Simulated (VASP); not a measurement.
# BiTe (Fm-3m) in VASP: a series of runs

Aim: see how the results for BiTe move with the level of theory and the settings. Levels: BLYP+D3(BJ), BLYP+D4. Tasks: relaxation of cell and atoms.

Everything below comes from runs of VASP 6.6.1. Logs are shortened: lines on timing, memory, paths and dates and some standing lists are left out, and cuts for length are marked.

**1. The cell of the first run**

It takes space group Fm-3m (No. 225, cubic). Conventional cell: a = 6.470 Å, b = 6.470 Å, c = 6.470 Å, α = 90.00°, β = 90.00°, γ = 90.00°. Bi (site symmetry m-3m) has 6 Te at 3.23 Å within 4.3 Å. Within 4.3 Å of Te (site symmetry m-3m) lie 6 Bi at 3.23 Å.

**2. Relaxation of cell and atoms, BLYP+D3(BJ)**

INCAR

```
SYSTEM = BiTe
  PREC = Accurate
  ENCUT = 600
  EDIFF = 1E-7
  ISMEAR = -1
  SIGMA = 0.05
  LREAL = .False.
  LASPH = .True.
  NELM = 60
  ALGO = Normal
  ISIF = 3
  LWAVE = .False.
  LCHARG = .False.
  GGA = B5
  ALDAX = 1.0
  AGGAX = 1.0
  AGGAC = 1.0
  ALDAC = 0.0
  IVDW = 12
  VDW_S6 = 1.0
  VDW_S8 = 2.6996
  VDW_A1 = 0.4298
  VDW_A2 = 4.2359
  IBRION = 2
  NSW = 60
  EDIFFG = -0.01
```

KPOINTS

```
regular mesh
0
Gamma
  7 7 7
  0 0 0
```

POSCAR

```
BiTe
1.0
    0.0000000000      3.2350000000      3.2350000000
    3.2350000000      0.0000000000      3.2350000000
    3.2350000000      3.2350000000      0.0000000000
Bi Te
1 1
Direct
    0.0000000000      0.0000000000      0.0000000000
    0.5000000000      0.5000000000      0.5000000000
```

Potentials or basis: VASP PAW PBE potentials, release 64 (Bi_d, Te).

Run with:

```
> cat potpaw_PBE.64/Bi_d/POTCAR potpaw_PBE.64/Te/POTCAR > POTCAR
> mpirun -np 1 vasp_std > vasp.out
```

OUTCAR:

```text
SYSTEM = BiTe
   PREC = Accurate
   ENCUT = 600
   EDIFF = 1E-7
   ISMEAR = -1
   LREAL = .False.
   LASPH = .True.
   NELM = 60
   ISIF = 3
   GGA = B5
   IVDW = 12
   IBRION = 2
   NSW = 60
   EDIFFG = -0.01
 IVDW          = 12

 ion  position               nearest neighbor table
   1  0.000  0.000  0.000-   2 3.23   2 3.23   2 3.23   2 3.23   2 3.23   2 3.23
   2  0.500  0.500  0.500-   1 3.23   1 3.23   1 3.23   1 3.23   1 3.23   1 3.23

  LATTYP: Found a face centered cubic cell.
 ALAT       =     6.4700000000

  Lattice vectors:

 A1 = (   0.0000000000,   3.2350000000,   3.2350000000)
 A2 = (   3.2350000000,   0.0000000000,   3.2350000000)
 A3 = (   3.2350000000,   3.2350000000,   0.0000000000)

Analysis of symmetry for initial positions (statically):
=====================================================================
 Subroutine PRICEL returns:
 Original cell was already a primitive cell.

 Routine SETGRP: Setting up the symmetry group for a
 face centered cubic supercell.

 Subroutine GETGRP returns: Found 48 space group operations
 (whereof 48 operations were pure point group operations)
 out of a pool of 48 trial point group operations.

The static configuration has the point symmetry O_h .

Analysis of symmetry for dynamics (positions and initial velocities):
=====================================================================
 Subroutine PRICEL returns:
 Original cell was already a primitive cell.

 Routine SETGRP: Setting up the symmetry group for a
 face centered cubic supercell.

 Subroutine GETGRP returns: Found 48 space group operations
 (whereof 48 operations were pure point group operations)
 out of a pool of 48 trial point group operations.

The dynamic configuration has the point symmetry O_h .

 Subroutine INISYM returns: Found 48 space group operations
 (whereof 48 operations are pure point group operations),
 and found     1 'primitive' translations

----------------------------------------------------------------------------------------

                                     Primitive cell

  volume of cell :      67.7100

  direct lattice vectors                    reciprocal lattice vectors
     0.000000000  3.235000000  3.235000000    -0.154559505  0.154559505  0.154559505
     3.235000000  0.000000000  3.235000000     0.154559505 -0.154559505  0.154559505
     3.235000000  3.235000000  0.000000000     0.154559505  0.154559505 -0.154559505

  length of vectors
     4.574980874  4.574980874  4.574980874     0.267704916  0.267704916  0.267704916

  position of ions in fractional coordinates (direct lattice)
     0.000000000  0.000000000  0.000000000
     0.500000000  0.500000000  0.500000000

  ion indices of the primitive-cell ions
   primitive index   ion index
                 1           1
                 2           2

----------------------------------------------------------------------------------------

 KPOINTS: regular mesh

Automatic generation of k-mesh.
 Grid dimensions read from file:
 generate k-points for:    7    7    7

 Generating k-lattice:

  Cartesian coordinates                     Fractional coordinates (reciprocal lattice)
    -0.022079929  0.022079929  0.022079929     0.142857143  0.000000000  0.000000000
     0.022079929 -0.022079929  0.022079929     0.000000000  0.142857143  0.000000000
     0.022079929  0.022079929 -0.022079929     0.000000000  0.000000000  0.142857143

  Length of vectors
     0.038243559  0.038243559  0.038243559

  Shift w.r.t. Gamma in fractional coordinates (k-lattice)
     0.000000000  0.000000000  0.000000000

 Subroutine IBZKPT returns following result:
 ===========================================

 Found     20 irreducible k-points:

 Following reciprocal coordinates:
            Coordinates               Weight
  0.000000  0.000000  0.000000      1.000000
  0.142857  0.000000  0.000000      8.000000
  0.285714  0.000000  0.000000      8.000000
  0.428571  0.000000  0.000000      8.000000
  0.142857  0.142857  0.000000      6.000000
  0.285714  0.142857  0.000000     24.000000
[... 12 lines left out ...]
 -0.428571  0.428571  0.142857     24.000000
 -0.285714  0.428571  0.142857     24.000000
   k-points           NKPTS =     20   k-points in BZ     NKDIM =     20   number of bands    NBANDS=     14
   number of dos      NEDOS =    301   number of ions     NIONS =      2
   total plane-waves  NPLWV =  64000
   dimension x,y,z NGX =    40 NGY =   40 NGZ =   40
   dimension x,y,z NGXF=    80 NGYF=   80 NGZF=   80
   ions per type =               1   1
   NGX,Y,Z   is equivalent  to a cutoff of  14.54, 14.54, 14.54 a.u.
   NGXF,Y,Z  is equivalent  to a cutoff of  29.07, 29.07, 29.07 a.u.
 SYSTEM =  BiTe
   PREC   = accura    normal or accurate (medium, high low for compatibility)
   ISTART =      0    job   : 0-new  1-cont  2-samecut
   ICHARG =      2    charge: 1-file 2-atom 10-const
   ISPIN  =      1    spin polarized calculation?
   LNONCOLLINEAR =      F non collinear calculations
   LSORBIT =      F    spin-orbit coupling
   LASPH  =      T    aspherical Exc in radial PAW
   ENCUT  =  600.0 eV  44.10 Ry    6.64 a.u.   9.14  9.14  9.14*2*pi/ulx,y,z
   NELM   =     60;   NELMIN=  2; NELMDL= -5     # of ELM steps
   EDIFF  = 0.1E-06   stopping-criterion for ELM
   LREAL  =      F    real-space projection
   EDIFFG = -.1E-01   stopping-criterion for IOM
   NSW    =     60    number of steps for IOM
   IBRION =      2    ionic relax: 0-MD 1-quasi-New 2-CG
   NFREE  =      1    steps in history (QN), initial steepest desc. (CG)
   ISIF   =      3    stress and relaxation
   ISYM   =      2    0-nonsym 1-usesym 2-fastsym
   POTIM  = 0.5000    time-step for ionic-motion
   TEBEG  =    0.0;   TEEND  =   0.0 temperature during run
   PSTRESS=    0.0 pullay stress
   NELECT =      21.0000    total number of electrons
   NUPDOWN=      -1.0000    fix difference up-down
   EMIN   =  10.00;   EMAX   =-10.00  energy-range for DOS
   EFERMI =   0.00;   METHOD = LEGACY
   ISMEAR =    -1;   SIGMA  =   0.05  broadening in eV -4-tet -1-fermi 0-gaus
   EFERMI_NEDOS =   21; number of points for ismear=-14 and -15
   IALGO  =     38    algorithm
   IMIX   =      4    mixing-type and parameters
     AMIX     =   0.40;   BMIX     =  1.00
     AMIX_MAG =   1.60;   BMIX_MAG =  1.00
  volume/ion in A,a.u.               =      33.86       228.46
  Fermi-wavevector in a.u.,A,eV,Ry     =   1.108146  2.094092 16.707785  1.227988
  Thomas-Fermi vector in A             =   2.244669
   LORBIT       =      0    0 simple, 1 ext, 2 COOP (PROOUT), +10 PAW based schemes
   GGA     = B5    functional components
   LHFCALC =     F    Hartree Fock is set to
   AEXX    =    0.0000 exact exchange contribution
   IVDW    =    12    specifies the selected vdW correction
   LEPSILON=     F    determine dielectric tensor
   LRPA    =     F    only Hartree local field effects (RPA)
 conjugate gradient relaxation of ions
 non-spin polarized calculation
  energy-cutoff  :      600.00
  volume of cell :       67.71
 maximum number of plane-waves:      2281
 NGX is ok and might be reduce to    40
   NGX = 19   NGY = 19   NGZ = 19

--------------------------------------- Ionic step        1  -------------------------------------------

 number of electron      21.0000002 magnetization

 Free energy of the ion-electron system (eV)
  ---------------------------------------------------
  ext. energy  EPLUGINS =         0.00000000
  ---------------------------------------------------
  free energy    TOTEN  =        -5.80979293 eV

  energy without entropy =       -5.78973276  energy(sigma->0) =       -5.79976284

------------------------ aborting loop because EDIFF is reached ----------------------------------------

 Edisp (eV)   -2.14587

 E8    (eV) :    -1.6446

  FORCE on cell =-STRESS in cart. coord.  units (eV):
  Direction    XX          YY          ZZ          XY          YZ          ZX
  --------------------------------------------------------------------------------------
  -------------------------------------------------------------------------------------
  Total      -0.27646    -0.27646    -0.27646     0.00000     0.00000     0.00000
  in kB      -6.54177    -6.54177    -6.54177     0.00000     0.00000     0.00000
  external pressure =       -6.54 kB  Pullay stress =        0.00 kB

 VOLUME and BASIS-vectors are now :
 -----------------------------------------------------------------------------
  energy-cutoff  :      600.00
  volume of cell :       67.71
      direct lattice vectors                 reciprocal lattice vectors
     0.000000000  3.235000000  3.235000000    -0.154559505  0.154559505  0.154559505
     3.235000000  0.000000000  3.235000000     0.154559505 -0.154559505  0.154559505
     3.235000000  3.235000000  0.000000000     0.154559505  0.154559505 -0.154559505
[... 41 lines left out ...]
 POSITION                                       TOTAL-FORCE (eV/Angst)
 -----------------------------------------------------------------------------------
      6.42685      6.42685      6.42685        -0.000000     -0.000000     -0.000000
      3.21343      3.21343      3.21343         0.000000      0.000000      0.000000
 -----------------------------------------------------------------------------------
    total drift:                                0.000000     -0.000000      0.000000

  FREE ENERGIE OF THE ION-ELECTRON SYSTEM (eV)
  ---------------------------------------------------
  free  energy   TOTEN  =        -7.9569576252 eV

  energy  without entropy=       -7.9369290453  energy(sigma->0) =       -7.94694334

--------------------------------------- Ionic step        3  -------------------------------------------

 number of electron      21.0000002 magnetization

 Free energy of the ion-electron system (eV)
  ---------------------------------------------------
  ext. energy  EPLUGINS =         0.00000000
  ---------------------------------------------------
  free energy    TOTEN  =        -5.78181441 eV

  energy without entropy =       -5.76176269  energy(sigma->0) =       -5.77178855

 E-fermi :   7.3212     XC(G=0):  -8.8559

 val. band max:        7.2958300928   @ k =  -0.4286   0.1429   0.0000
 cond. band min:       7.3452607999   @ k =  -0.4286   0.1429   0.0000
 fundamental gap:      0.0494307071
 Fermi energy:         7.3211633927

 k-point     1 :       0.0000    0.0000    0.0000
  band No.  band energies     occupation
      1     -15.8093      2.00000
      2     -15.8093      2.00000
      3     -15.8007      2.00000
      4     -15.8007      2.00000
      5     -15.8007      2.00000
      6      -6.3459      2.00000
      7      -0.8895      2.00000
      8       4.6856      2.00000
      9       4.6856      2.00000
     10       4.6856      2.00000
     11       9.4022      0.00000
     12       9.4022      0.00000
     13       9.4022      0.00000
     14      12.1555      0.00000

 k-point     2 :       0.1429    0.0000    0.0000
  band No.  band energies     occupation
      1     -15.8100      2.00000
      2     -15.8100      2.00000
      3     -15.8003      2.00000
      4     -15.7996      2.00000
      5     -15.7996      2.00000
      6      -6.1625      2.00000
      7      -1.3413      2.00000
      8       4.7513      2.00000
      9       4.7513      2.00000
     10       4.8819      2.00000
[... 334 lines left out ...]
 POSITION                                       TOTAL-FORCE (eV/Angst)
 -----------------------------------------------------------------------------------
      0.00000      0.00000      0.00000        -0.000000      0.000000      0.000000
      3.22090      3.22090      3.22090         0.000000     -0.000000     -0.000000
 -----------------------------------------------------------------------------------
    total drift:                                0.000000     -0.000000     -0.000000

  FREE ENERGIE OF THE ION-ELECTRON SYSTEM (eV)
  ---------------------------------------------------
  free  energy   TOTEN  =        -7.9574786948 eV

  energy  without entropy=       -7.9374269738  energy(sigma->0) =       -7.94745283

 reached required accuracy - stopping structural energy minimisation
```

Run time: 66 s. Hardware: 1 thread of Intel Xeon 6975P-C (Granite Rapids), shared host; peak memory 0.26 GiB.

Results:

```yaml
Free_energy: -7.9575 eV
Relaxed_volume: 33.41 Å³/atom
Relaxed_cell: a = 4.555 Å, b = 4.555 Å, c = 4.555 Å, α = 60.00°, β = 60.00°, γ = 60.00°
Space_group_after_relaxing_to_0.05_Å: Fm-3m (No. 225)
Energy_gained_by_relaxing: 0.9 meV/atom
Ionic_steps: 3
Pressure_after_relaxing: 0.0 GPa
Dispersion_energy_per_atom: -1.088 eV
```

Step by step:
| step | energy change (eV) | largest force (eV/Å) | pressure (GPa) | volume (Å³) |
| --- | --- | --- | --- | --- |
| 1 | 0.0000 | 0.0000 | -0.65 | 67.71 |
| 2 | -0.0013 | 0.0000 | 0.36 | 66.36 |
| 3 | -0.0018 | 0.0000 | 0.00 | 66.83 |

Final structure:
```xyz
2
Lattice="0.0000 3.2209 3.2209 3.2209 0.0000 3.2209 3.2209 3.2209 0.0000" Properties=species:S:1:pos:R:3 pbc="T T T"
Bi    0.0000    0.0000    0.0000
Te    3.2209    3.2209    3.2209
```

Caveat: the PAW data sets were made with another functional, which shifts forces and pressure a little; spin-orbit coupling is left out, which moves the levels of the heavy elements; pairwise dispersion overbinds metals, which lowers pressure and volume.

**3. Relaxation of cell and atoms, BLYP+D4**

INCAR

```
SYSTEM = BiTe
AGGAC = 1.0 ; AGGAX = 1.0
ALDAC = 0.0 ; ALDAX = 1.0
ALGO = Normal ; EDIFF = 1E-6
EDIFFG = -0.01 ; ENCUT = 600
GGA = B5 ; IBRION = 2
ISIF = 3 ; ISMEAR = -1
IVDW = 13 ; LASPH = .True.
LCHARG = .False. ; LREAL = .False.
LWAVE = .False. ; NELM = 60
NSW = 60 ; PREC = Accurate
SIGMA = 0.05 ; VDW_A1 = 0.44488865
VDW_A2 = 4.0933009 ; VDW_S6 = 1.0
VDW_S8 = 2.34076671
```

KPOINTS

```
k-points
0
Gamma
  7 7 7
  0 0 0
```

POSCAR is that of step 2.

Potentials or basis: VASP PAW PBE potentials, release 64 (Bi_d, Te).

Run with:

```
> cat potpaw_PBE.64/Bi_d/POTCAR potpaw_PBE.64/Te/POTCAR > POTCAR
> mpirun -np 1 vasp_std > vasp.out
```

Run time: 58 s. Hardware: 1 thread of Intel Xeon 6975P-C (Granite Rapids), shared host; peak memory 0.25 GiB.

It converged, with:

```
Free energy                            : -7.6622 eV
Relaxed volume                         : 34.09 Å³/atom
Relaxed cell                           : a = 4.586 Å, b = 4.586 Å, c = 4.586 Å, α = 60.00°, β = 60.00°, γ = 60.00°
Space group after relaxing (to 0.05 Å) : Fm-3m (No. 225)
Energy gained by relaxing              : 0.2 meV/atom
Ionic steps                            : 3
Pressure after relaxing                : 0.0 GPa
Dispersion energy per atom             : -0.920 eV
```

The path:
| step | energy change (eV) | largest force (eV/Å) | pressure (GPa) | volume (Å³) |
| --- | --- | --- | --- | --- |
| 1 | 0.0000 | 0.0000 | 0.33 | 67.71 |
| 2 | -0.0004 | 0.0000 | -0.17 | 68.40 |
| 3 | -0.0005 | 0.0000 | -0.01 | 68.18 |

Final structure:
```xyz
2
Lattice="0.0000 3.2425 3.2425 3.2425 0.0000 3.2425 3.2425 3.2425 0.0000" Properties=species:S:1:pos:R:3 pbc="T T T"
Bi    0.0000    0.0000    0.0000
Te    3.2425    3.2425    3.2425
```

Levels at points of the mesh, in eV from the Fermi level:
```
           k point  band 8  band 9  band 10  band 11  band 12  band 13
(0.00, 0.00, 0.00)   -2.58   -2.58    -2.58     2.04     2.04     2.04
```

Caveat: the PAW data sets were made with another functional, which shifts forces and pressure a little; spin-orbit coupling is left out, which moves the levels of the heavy elements; pairwise dispersion overbinds metals, which lowers pressure and volume. Zero-point motion and thermal expansion aren't in these numbers.
